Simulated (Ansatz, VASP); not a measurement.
# Mg7Se: VASP beside Ansatz

```
CELL_PARAMETERS angstrom
-3.83682 3.83682 3.09552
3.83682 -3.83682 3.09552
3.83682 3.83682 -3.09552
ATOMIC_POSITIONS crystal
Mg 0.50000 0.00000 0.00000
Mg 0.00000 0.50000 0.00000
Mg 0.00000 0.00000 0.50000
Mg 0.50000 0.50000 0.50000
Mg 0.50000 0.00000 0.50000
Mg 0.00000 0.50000 0.50000
Mg 0.50000 0.50000 0.00000
Se 0.00000 0.00000 0.00000
```

Alike in both runs: functional PBE; k mesh 6 × 6 × 6; occupations gaussian, width 0.1 eV; no spin polarisation.

Ansatz relaxed the structure, and its values are those at the end. VASP's run is a single point on that final structure, the one shown.

```csv
,VASP,Ansatz
version,VASP 6.6.1,Ansatz 0.2.0
potentials or method,"VASP PAW PBE potentials, release 64 (Mg, Se), cutoff 520 eV","scalar-relativistic, plane waves, PAW"
valence electrons in the cell,20,86
```

VASP gave:

- gap on the k mesh at the Fermi level (eV): none
- pressure (GPa): -0.1

Q: Which values does Ansatz return?

A: gap on the k mesh at the Fermi level (eV): none; pressure (GPa): 0.0.

A gap of «none» marks a metal or a gap that the smearing closes. The functional is the same, so the differences come from potentials, cutoffs and numerics. VASP's potentials hold 20 valence electrons a cell and Ansatz's 86, so a difference there can come from the potentials and not from the codes.
